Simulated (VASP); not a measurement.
A run of VASP 6.6.1:

File INCAR:

```
ALGO = Normal
EDIFF = 1E-7
ENCUT = 520
GGA = PE
ISIF = 2
ISMEAR = 0
LASPH = T
LCHARG = F
LREAL = Auto
LWAVE = F
NBANDS = 124
NELM = 100
PREC = Accurate
SIGMA = 0.05
```

Contents of KPOINTS:

```
k-points
0
Gamma
  2 2 1
```

Contents of POSCAR:

```
Sn4HO8
1.0
    6.7005440000      0.0000000000      0.0000000000
    0.0000000000      6.3730000000      0.0000000000
    0.0000000000      0.0000000000     18.4039890000
Sn O H
8 16 2
Direct
    0.0000000000      0.0000000000      0.0543359921
    0.5000000000      0.2500000000      0.0543359921
    0.5082223175     -0.0008220618      0.2517118436
    0.0047530469      0.2420364036      0.2412873644
    0.0000000000      0.5000000000      0.0543359921
    0.5000000000      0.7500000000      0.0543359921
    0.5089562877      0.5011526753      0.2473258379
    0.0053912041      0.7571953554      0.2401512520
    0.0112168505      0.0016389456      0.1621859261
    0.1934999606      0.2500000000      0.0543359921
    0.5000000000      0.0000000000      0.1247857190
    0.8065000394      0.2500000000      0.0543359921
    0.5361833308     -0.0393404990      0.3580725896
    0.6991475618      0.2498845128      0.2308165366
    0.9985142997     -0.0017585125      0.3100596289
    0.3128751934      0.2523417543      0.2410881141
    0.0089492734      0.4981551859      0.1663045984
    0.1934999606      0.7500000000      0.0543359921
    0.5000000000      0.5000000000      0.1247857190
    0.8065000394      0.7500000000      0.0543359921
    0.5496819363      0.5074442178      0.3556420839
    0.7013811117      0.7493158638      0.2273904858
    1.0121552817      0.4999132277      0.3117551852
    0.3113678531      0.7480842617      0.2353701689
    0.6071251827      0.6448470108      0.3680393419
    0.9570233402      0.4949783461      0.3604830996
```

Potentials or basis: VASP PAW PBE potentials, release 64 (Sn_d, O, H).

Run with:

```sh
$ cat potpaw_PBE.64/Sn_d/POTCAR potpaw_PBE.64/O/POTCAR potpaw_PBE.64/H/POTCAR > POTCAR
$ mpirun -np 1 vasp_std > vasp.out
```

Hardware: 1 thread of Intel Xeon 8259CL, on a shared host.

**Question.** Estimate the wall time of this run.

**Answer.** Run time: 53 min on 1 thread of Intel Xeon 8259CL (shared host), peak memory 0.83 GiB. Counts: scf iterations 49, k points 4.
